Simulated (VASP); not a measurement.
# H6C2O in VASP: a series of runs

The runs below take H6C2O through single point, with PBE+D3(BJ).

All numbers are computed with VASP 6.6.1; they aren't measurements. Logs are shortened: lines on timing, memory, paths and dates and some standing lists are left out, and cuts for length are marked.

## Step 1: The cell of the first run

The cell holds an amorphous packing of atoms, 36 atoms: a = 7.294 Å, b = 7.294 Å, c = 7.294 Å, α = 90.00°, β = 90.00°, γ = 90.00°.

## Step 2: Single point, PBE+D3(BJ)

File INCAR:

```
SYSTEM = H6C2O
ALGO = Normal
EDIFF = 1E-6
ENCUT = 520
GGA = PE
ISIF = 2
ISMEAR = -1
IVDW = 12
LASPH = .TRUE.
LCHARG = .FALSE.
LREAL = Auto
LWAVE = .FALSE.
NBANDS = 64
NELM = 100
PREC = Accurate
SIGMA = 0.05
```

File KPOINTS:

```
k-points
0
G
  1 1 1
  0 0 0
```

File POSCAR:

```
H6C2O
1.0
    7.2936330000      0.0000000000      0.0000000000
    0.0000000000      7.2936330000      0.0000000000
    0.0000000000      0.0000000000      7.2936330000
C O H
8 4 24
Direct
    0.3072131543      0.8982766202      0.6690081610
    0.4598942667      0.9831862941      0.5557724114
    0.9497050373      0.5907207012      0.6189645133
    0.8498371114      0.4550818502      0.5005050295
    0.4433455865      0.6086815720      0.0781092221
    0.2627771373      0.7036411073      0.1345420040
    0.6845422576      0.0677577279      0.0170285508
    0.8632323562      0.1088757825      0.0796585186
    0.6109849508      0.8625056950      0.6001947178
    0.6638529797      0.4179535768      0.5728695151
    0.1154020226      0.6576695043      0.0112838143
    1.0015721932     -0.0051277601      0.0098990448
    0.7145273144      0.8583102550      0.5166423921
    0.4393558053      0.9741647270      0.3950843153
    0.4754420739      1.1260643358      0.5934216871
    0.1592484843      0.9255469805      0.6078040943
    0.3151790061      0.7496264207      0.6595615655
    0.3279024322      0.9398745454      0.8121329933
    0.5941346377      0.4024880331      0.4623347514
    0.8346320688      0.5031648837      0.3640298326
    0.9314151123      0.3260240816      0.5091838320
    1.0693436316      0.6467147442      0.5385244912
    0.8727886363      0.7119908556      0.6529804831
    0.9947580307      0.5600775361      0.7590455950
    0.0471781347      0.7589221997     -0.0087473554
    0.2246891227      0.6543241208      0.2749384292
    0.2813961163      0.8573505138      0.1417811946
    0.5355630041      0.5583774232      0.1822548516
    0.4014460283      0.4627323585      0.0262009344
    0.5150519638      0.6861463965     -0.0417624523
    1.0629682080      0.0754630786     -0.0867880246
    0.9037608555      0.2557710266      0.0477402688
    0.8851144553      0.1164440273      0.2306120969
    0.5734042280      0.1324717051      0.0845806198
    0.6696525586      0.1038302859     -0.1281940015
    0.6556266267     -0.0836071681      0.0319593816
```

Potentials or basis: VASP PAW PBE potentials, release 64 (C, O, H).

Launch:

```
$ cat potpaw_PBE.64/C/POTCAR potpaw_PBE.64/O/POTCAR potpaw_PBE.64/H/POTCAR > POTCAR
$ mpirun -np 1 vasp_gam > vasp.out
```

OUTCAR:

```text
SYSTEM = H6C2O
   EDIFF = 1E-6
   ENCUT = 520
   GGA = PE
   ISIF = 2
   ISMEAR = -1
   IVDW = 12
   LASPH = .TRUE.
   LREAL = Auto
   NELM = 100
   PREC = Accurate
 IVDW          = 12

 ion  position               nearest neighbor table
   1  0.307  0.898  0.669-  17 1.09  18 1.10  16 1.18   2 1.52
   2  0.460  0.983  0.556-  15 1.08  14 1.18   9 1.45   1 1.52
   3  0.950  0.591  0.619-  23 1.08  24 1.10  22 1.13   4 1.50
   4  0.850  0.455  0.501-  20 1.06  21 1.12  10 1.48   3 1.50
   5  0.443  0.609  0.078-  28 1.08  30 1.16  29 1.17   6 1.54
   6  0.263  0.704  0.135-  26 1.12  27 1.13  11 1.44   5 1.54
   7  0.685  0.068  0.017-  34 1.06  35 1.10  36 1.13   8 1.41
   8  0.863  0.109  0.080-  33 1.11  32 1.14  12 1.40   7 1.41
   9  0.611  0.863  0.600-  13 0.97   2 1.45
  10  0.664  0.418  0.573-  19 0.96   4 1.48
  11  0.115  0.658  0.011-  25 0.90   6 1.44
  12  0.002  0.995  0.010-  31 1.02   8 1.40
  13  0.715  0.858  0.517-   9 0.97
  14  0.439  0.974  0.395-   2 1.18
  15  0.475  0.126  0.593-   2 1.08
  16  0.159  0.926  0.608-   1 1.18
  17  0.315  0.750  0.660-   1 1.09
  18  0.328  0.940  0.812-   1 1.10
[... 16 lines left out ...]
  35  0.670  0.104  0.872-   7 1.10
  36  0.656  0.916  0.032-   7 1.13

  LATTYP: Found a simple cubic cell.
 ALAT       =     7.2936330000

  Lattice vectors:

 A1 = (   7.2936330000,   0.0000000000,   0.0000000000)
 A2 = (   0.0000000000,   7.2936330000,   0.0000000000)
 A3 = (   0.0000000000,   0.0000000000,   7.2936330000)

Analysis of symmetry for initial positions (statically):
=====================================================================
 Subroutine PRICEL returns:
 Original cell was already a primitive cell.

 Routine SETGRP: Setting up the symmetry group for a
 simple cubic supercell.

 Subroutine GETGRP returns: Found  1 space group operations
 (whereof  1 operations were pure point group operations)
 out of a pool of 48 trial point group operations.

The static configuration has the point symmetry C_1 .

Analysis of symmetry for dynamics (positions and initial velocities):
=====================================================================
 Subroutine PRICEL returns:
 Original cell was already a primitive cell.

 Routine SETGRP: Setting up the symmetry group for a
 simple cubic supercell.

 Subroutine GETGRP returns: Found  1 space group operations
 (whereof  1 operations were pure point group operations)
 out of a pool of 48 trial point group operations.

The dynamic configuration has the point symmetry C_1 .

 Subroutine INISYM returns: Found  1 space group operations
 (whereof  1 operations are pure point group operations),
 and found     1 'primitive' translations

----------------------------------------------------------------------------------------

                                     Primitive cell

  volume of cell :     388.0000

  direct lattice vectors                    reciprocal lattice vectors
     7.293633000  0.000000000  0.000000000     0.137105884  0.000000000  0.000000000
     0.000000000  7.293633000  0.000000000     0.000000000  0.137105884  0.000000000
     0.000000000  0.000000000  7.293633000     0.000000000  0.000000000  0.137105884

  length of vectors
     7.293633000  7.293633000  7.293633000     0.137105884  0.137105884  0.137105884

  position of ions in fractional coordinates (direct lattice)
     0.307213154  0.898276620  0.669008161
     0.459894267  0.983186294  0.555772411
     0.949705037  0.590720701  0.618964513
     0.849837111  0.455081850  0.500505029
     0.443345587  0.608681572  0.078109222
     0.262777137  0.703641107  0.134542004
[... 28 lines left out ...]
     0.669652559  0.103830286  0.871805999
     0.655626627  0.916392832  0.031959382

  ion indices of the primitive-cell ions
   primitive index   ion index
                 1           1
                 2           2
                 3           3
                 4           4
                 5           5
                 6           6
[... 28 lines left out ...]
                35          35
                36          36

----------------------------------------------------------------------------------------

 KPOINTS: k-points

Automatic generation of k-mesh.
 Grid dimensions read from file:
 generate k-points for:    1    1    1

 Generating k-lattice:

  Cartesian coordinates                     Fractional coordinates (reciprocal lattice)
     0.137105884  0.000000000  0.000000000     1.000000000  0.000000000  0.000000000
     0.000000000  0.137105884  0.000000000     0.000000000  1.000000000  0.000000000
     0.000000000  0.000000000  0.137105884     0.000000000  0.000000000  1.000000000

  Length of vectors
     0.137105884  0.137105884  0.137105884

  Shift w.r.t. Gamma in fractional coordinates (k-lattice)
     0.000000000  0.000000000  0.000000000

 Subroutine IBZKPT returns following result:
 ===========================================

 Found      1 irreducible k-points:

 Following reciprocal coordinates:
            Coordinates               Weight
  0.000000  0.000000  0.000000      1.000000
   k-points           NKPTS =      1   k-points in BZ     NKDIM =      1   number of bands    NBANDS=     64
   number of dos      NEDOS =    301   number of ions     NIONS =     36
   total plane-waves  NPLWV = 157464
   dimension x,y,z NGX =    54 NGY =   54 NGZ =   54
   dimension x,y,z NGXF=   108 NGYF=  108 NGZF=  108
   ions per type =               8   4  24
   NGX,Y,Z   is equivalent  to a cutoff of  12.31, 12.31, 12.31 a.u.
   NGXF,Y,Z  is equivalent  to a cutoff of  24.62, 24.62, 24.62 a.u.
 SYSTEM =  H6C2O
   PREC   = accura    normal or accurate (medium, high low for compatibility)
   ISTART =      0    job   : 0-new  1-cont  2-samecut
   ICHARG =      2    charge: 1-file 2-atom 10-const
   ISPIN  =      1    spin polarized calculation?
   LNONCOLLINEAR =      F non collinear calculations
   LSORBIT =      F    spin-orbit coupling
   LASPH  =      T    aspherical Exc in radial PAW
   ENCUT  =  520.0 eV  38.22 Ry    6.18 a.u.  13.56 13.56 13.56*2*pi/ulx,y,z
   NELM   =    100;   NELMIN=  2; NELMDL= -5     # of ELM steps
   EDIFF  = 0.1E-05   stopping-criterion for ELM
   LREAL  =      T    real-space projection
   EDIFFG = 0.1E-04   stopping-criterion for IOM
   NSW    =      0    number of steps for IOM
   IBRION =     -1    ionic relax: 0-MD 1-quasi-New 2-CG
   NFREE  =      0    steps in history (QN), initial steepest desc. (CG)
   ISIF   =      2    stress and relaxation
   ISYM   =      2    0-nonsym 1-usesym 2-fastsym
   POTIM  = 0.5000    time-step for ionic-motion
   TEBEG  =    0.0;   TEEND  =   0.0 temperature during run
   PSTRESS=    0.0 pullay stress
   NELECT =      80.0000    total number of electrons
   NUPDOWN=      -1.0000    fix difference up-down
   EMIN   =  10.00;   EMAX   =-10.00  energy-range for DOS
   EFERMI =   0.00;   METHOD = LEGACY
   ISMEAR =    -1;   SIGMA  =   0.05  broadening in eV -4-tet -1-fermi 0-gaus
   EFERMI_NEDOS =   21; number of points for ismear=-14 and -15
   IALGO  =     38    algorithm
   IMIX   =      4    mixing-type and parameters
     AMIX     =   0.40;   BMIX     =  1.00
     AMIX_MAG =   1.60;   BMIX_MAG =  1.00
  volume/ion in A,a.u.               =      10.78        72.73
  Fermi-wavevector in a.u.,A,eV,Ry     =   0.967151  1.827650 12.726630  0.935381
  Thomas-Fermi vector in A             =   2.097013
   LORBIT       =      0    0 simple, 1 ext, 2 COOP (PROOUT), +10 PAW based schemes
   GGA     = PE    functional components
   LHFCALC =     F    Hartree Fock is set to
   AEXX    =    0.0000 exact exchange contribution
   IVDW    =    12    specifies the selected vdW correction
   LEPSILON=     F    determine dielectric tensor
   LRPA    =     F    only Hartree local field effects (RPA)
 non-spin polarized calculation
  energy-cutoff  :      520.00
  volume of cell :      388.00
 maximum number of plane-waves:      5198
 NGX is ok and might be reduce to    54
   NGX = 27   NGY = 27   NGZ = 27

 number of electron      79.9999990 magnetization

 Free energy of the ion-electron system (eV)
  ---------------------------------------------------
  ext. energy  EPLUGINS =         0.00000000
  ---------------------------------------------------
  free energy    TOTEN  =      -185.70506100 eV

  energy without entropy =     -185.70506100  energy(sigma->0) =     -185.70506100

 E-fermi :  -1.5523     XC(G=0):  -6.4712

 val. band max:       -2.8068204757   @ k =   0.0000   0.0000   0.0000
 cond. band min:       1.5489140968   @ k =   0.0000   0.0000   0.0000
 fundamental gap:      4.3557345726
 Fermi energy:        -1.5523381281

 k-point     1 :       0.0000    0.0000    0.0000
  band No.  band energies     occupation
      1     -23.0147      2.00000
      2     -22.1424      2.00000
      3     -22.0947      2.00000
      4     -22.0270      2.00000
      5     -15.9037      2.00000
      6     -15.4358      2.00000
[... 44 lines left out ...]
     51       5.2194      0.00000
     52       5.4746      0.00000
 [bands above 52 left out]

------------------------ aborting loop because EDIFF is reached ----------------------------------------

 Edisp (eV)   -1.31566

 E8    (eV) :    -0.2879

  FORCE on cell =-STRESS in cart. coord.  units (eV):
  Direction    XX          YY          ZZ          XY          YZ          ZX
  --------------------------------------------------------------------------------------
  -------------------------------------------------------------------------------------
  Total       4.04314     0.52084    -2.50692    -4.23871     2.73699     1.52496
  in kB      16.69542     2.15072   -10.35187   -17.50300    11.30190     6.29706
  external pressure =        2.83 kB  Pullay stress =        0.00 kB

 VOLUME and BASIS-vectors are now :
 -----------------------------------------------------------------------------
  energy-cutoff  :      520.00
  volume of cell :      388.00
      direct lattice vectors                 reciprocal lattice vectors
     7.293633000  0.000000000  0.000000000     0.137105884  0.000000000  0.000000000
     0.000000000  7.293633000  0.000000000     0.000000000  0.137105884  0.000000000
     0.000000000  0.000000000  7.293633000     0.000000000  0.000000000  0.137105884

 POSITION                                       TOTAL-FORCE (eV/Angst)
 -----------------------------------------------------------------------------------
      2.24070      6.55170      4.87950        -2.027300      0.463025     -1.441326
      3.35430      7.17100      4.05360        -0.121387     -1.709680     -2.282096
      6.92680      4.30850      4.51450         1.039434      1.251606     -0.469580
      6.19840      3.31920      3.65050        -0.314017     -1.009633      2.439148
      3.23360      4.43950      0.56970        -1.022973     -1.275561     -2.640695
      1.91660      5.13210      0.98130         0.392714      0.033039      0.748637
[... 28 lines left out ...]
      4.88420      0.75730      6.35863        -0.009173     -0.207496     -0.160319
      4.78190      6.68383      0.23310         0.213488      0.767225     -0.230185
 -----------------------------------------------------------------------------------
    total drift:                               -0.005091     -0.015771      0.031873

  FREE ENERGIE OF THE ION-ELECTRON SYSTEM (eV)
  ---------------------------------------------------
  free  energy   TOTEN  =      -187.0207171711 eV

  energy  without entropy=     -187.0207171710  energy(sigma->0) =     -187.02071717
```

Run time: 41 s. Hardware: 1 thread of Intel Xeon 6975P-C (Granite Rapids), shared host; peak memory 0.35 GiB.

Results:

| Property | Result |
| --- | --- |
| Free energy | -187.0207 eV |
| Pressure | 0.3 GPa |
| Largest force | 5.384 eV/Å |
| Band gap on the k mesh | 4.36 eV |
| Dispersion energy per atom | -0.037 eV |

Forces in eV/Å, atoms in the order of the input:
```
C   -2.027  0.463 -1.441
C   -0.121 -1.710 -2.282
C    1.039  1.252 -0.470
C   -0.314 -1.010  2.439
C   -1.023 -1.276 -2.641
C    0.393  0.033  0.749
C   -2.277 -2.417 -1.668
C    2.550  3.343  2.397
O    0.200  0.336  0.508
O    1.092  0.080 -0.045
O    3.228 -4.201  0.960
O    1.647  1.089 -2.372
H   -0.299  0.557 -0.316
H   -0.147  0.232  1.939
H    0.643  0.573  0.125
H    1.906  0.250  1.161
H    0.261 -0.251  0.178
H   -0.453 -0.027 -0.015
H   -0.684 -0.146 -0.271
H    0.184  0.344 -1.277
H   -0.309  0.075 -0.528
H   -0.425 -0.615  0.555
H   -0.866  0.679 -0.292
H    0.293 -1.053 -0.275
H   -2.492  3.992 -0.547
H    0.103  0.282 -0.347
H   -0.176 -0.826 -0.033
H    0.539  0.858  0.873
H    0.195  1.635 -0.079
H   -0.616 -1.158  1.409
H   -0.602 -1.691  1.192
H   -0.376 -0.567 -0.136
H   -0.521 -0.598  0.016
H   -0.748  0.911  0.928
H   -0.009 -0.207 -0.160
H    0.213  0.767 -0.230
```

Stress tensor (GPa, compression positive):
```
 1.67 -1.75  0.63
-1.75  0.22  1.13
 0.63  1.13 -1.04
```

Levels at points of the mesh, in eV from the valence-band top:
```csv
k point,band 37,band 38,band 39,band 40,band 41,band 42,band 43,band 44
"(0.00, 0.00, 0.00)",-0.89,-0.28,-0.24,0.00,4.36,5.63,5.70,6.24
```

Caveat: the k points lie up to 0.86 Å⁻¹ apart.

## Step 3: Single point, PBE+D3(BJ)

File INCAR:

```
  PREC = Accurate
  ENCUT = 520
  EDIFF = 1E-7
  ISMEAR = -1
  SIGMA = 0.05
  LREAL = Auto
  LASPH = True
  NELM = 100
  ALGO = Normal
  ISIF = 2
  LWAVE = False
  LCHARG = False
  GGA = PE
  IVDW = 12
  NBANDS = 64
```

File KPOINTS:

```
regular mesh
0
Gamma
  1 1 1
```

File POSCAR:

```
H6C2O
1.0
    7.2936330000      0.0000000000      0.0000000000
    0.0000000000      7.2936330000      0.0000000000
    0.0000000000      0.0000000000      7.2936330000
C O H
8 4 24
Direct
    0.2595003066      1.0095654662      0.7088922626
    0.4254806898      1.0404280007      0.5681119409
    0.9976646755      0.5792586493      0.5939289789
    0.8878017306      0.4531212360      0.4759904975
    0.4516130713      0.5431723806      0.0516066547
    0.2858931893      0.6360753276      0.1314845428
    0.6691726880      0.0774511139      0.0293680804
    0.8536623655      0.0702393444      0.1129204061
    0.5615582797      0.8920520130      0.5731711480
    0.7135538627      0.4221490168      0.5738840986
    0.1259454650      0.5981518401      0.0222111532
    0.9907408283      0.0134500872     -0.0095425695
    0.6583001914      0.9654859245      0.6216792098
    0.3599029455      1.0352453983      0.4232595745
    0.5007518201      1.1587503786      0.5828782446
    0.1481429077      1.1222390817      0.6983351095
    0.1698467691      0.9006485520      0.6721753069
    0.3247489968      0.9777706117      0.8407469912
    0.6633731091      0.5355767146      0.6194992262
    0.8557189538      0.5035899119      0.3414347829
    0.9413552889      0.3133143661      0.4650905797
    1.1328922089      0.5982615248      0.5309425358
    0.9463870749      0.7134715991      0.6039788402
    0.9648689480      0.5400737876      0.7317066817
    0.1024729377      0.7027773402     -0.0349482898
    0.2577042196      0.5956839342      0.2754457209
    0.3007691777      0.7900726565      0.1319095710
    0.5828782446      0.5923522612      0.1079160413
    0.4572481231      0.3816342281      0.0932594223
    0.4286067040      0.5484509572     -0.1032407306
    1.0041772050      0.1172803732     -0.0778075892
    0.8790680858      0.2196710473      0.1620043125
    0.8326303229     -0.0069101366      0.2446243182
    0.5556078843      0.0934925023      0.1198579638
    0.6529393513      0.1718348044     -0.0905995681
    0.6426975418     -0.0721999585     -0.0099538872
```

Potentials or basis: VASP PAW PBE potentials, release 64 (C, O, H).

Launch:

```
$ cat potpaw_PBE.64/C/POTCAR potpaw_PBE.64/O/POTCAR potpaw_PBE.64/H/POTCAR > POTCAR
$ mpirun -np 1 vasp_gam > vasp.out
```

It took 54 s on 1 thread of Intel Xeon 6975P-C (Granite Rapids), shared host; peak memory 0.35 GiB.

It converged, with:

```
Free energy                : -186.6135 eV
Pressure                   : 1.0 GPa
Largest force              : 5.889 eV/Å
Band gap on the k mesh     : 4.89 eV
Dispersion energy per atom : -0.036 eV
```

Forces on the atoms (eV/Å):
```
C    1.012  1.649 -1.100
C   -3.671 -3.209 -1.709
C    0.414 -0.500 -1.186
C   -1.891 -0.063  1.351
C   -0.054 -2.997 -0.159
C   -0.335  1.017  0.448
C   -0.851 -2.354 -2.151
C   -0.945  2.746  2.608
O   -1.058  0.316  0.022
O    0.041 -1.071 -0.460
O    1.107 -4.982  2.939
O   -0.364 -3.232  2.224
H    1.331 -0.294  0.466
H    0.725  0.279  1.216
H    0.803  2.580  0.457
H    1.774 -0.300  0.555
H    0.002 -1.477 -0.528
H   -0.601  0.532  0.293
H   -0.033  0.643 -0.108
H    0.070  0.363 -0.940
H    0.427  0.048 -0.033
H    0.511 -0.381  1.038
H   -1.130  1.842 -0.801
H    1.391 -0.922  1.066
H   -1.473  4.953 -2.776
H    0.126 -0.019 -0.279
H    0.209 -0.674  0.119
H   -0.136  0.328 -0.496
H   -0.440  2.490 -0.763
H    0.906  0.052  1.163
H    1.016  2.811 -2.390
H    0.378 -1.313 -0.320
H    0.993 -0.287 -0.761
H   -0.511  0.785  1.074
H    0.179 -0.456  0.452
H    0.080  1.097 -0.530
```

Stress tensor (GPa, compression positive):
```
 1.21  0.64  1.05
 0.64  1.53 -0.48
 1.05 -0.48  0.30
```

Levels at points of the mesh, in eV from the valence-band top:
```
           k point  band 38  band 39  band 40  band 41  band 42  band 43
(0.00, 0.00, 0.00)    -0.19    -0.09     0.00     4.89     6.11     6.43
```

Caveat: the k points lie up to 0.86 Å⁻¹ apart.

[end of part 1 of 2]
